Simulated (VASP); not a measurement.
Crystal: PtS2.

```
Pt S
1.0
     1.76444    1.01870    5.52305
    -1.76444    1.01870    5.52305
     0.00000   -2.03740    5.52305
Pt S
1 2
Direct
  0.00000 0.00000 0.00000
  0.25830 0.25830 0.25830
  0.74170 0.74170 0.74170
```

Base run:

| Property | Result |
| --- | --- |
| Program | VASP 6.6.1 |
| Functional | PBE |
| Potentials or basis | VASP PAW PBE potentials, release 64 (Pt, S) |
| Cutoff | 520 eV |
| k mesh | 8 × 8 × 8 |
| Occupations | fermi-dirac, width 0.02 eV |
| Spin | no spin polarisation |

Its results: band gap on the k mesh 1.07 eV, indirect (least direct gap 1.21 eV); pressure 3.0 GPa; largest force 0.010 eV/Å.

The run is repeated on the same cell with these changes: functional from PBE to r2SCAN; occupations from fermi-dirac, width 0.02 eV to gaussian, width 0.01 eV. What comes out?

Band gap on the k mesh 1.21 eV, indirect (least direct gap 1.42 eV); pressure 1.1 GPa; largest force 0.047 eV/Å.

Caveats: spin-orbit coupling is left out, which moves the levels of the heavy elements; the PAW data sets were made with another functional, which shifts forces and pressure a little (some runs).

A k mesh can miss the band edges.
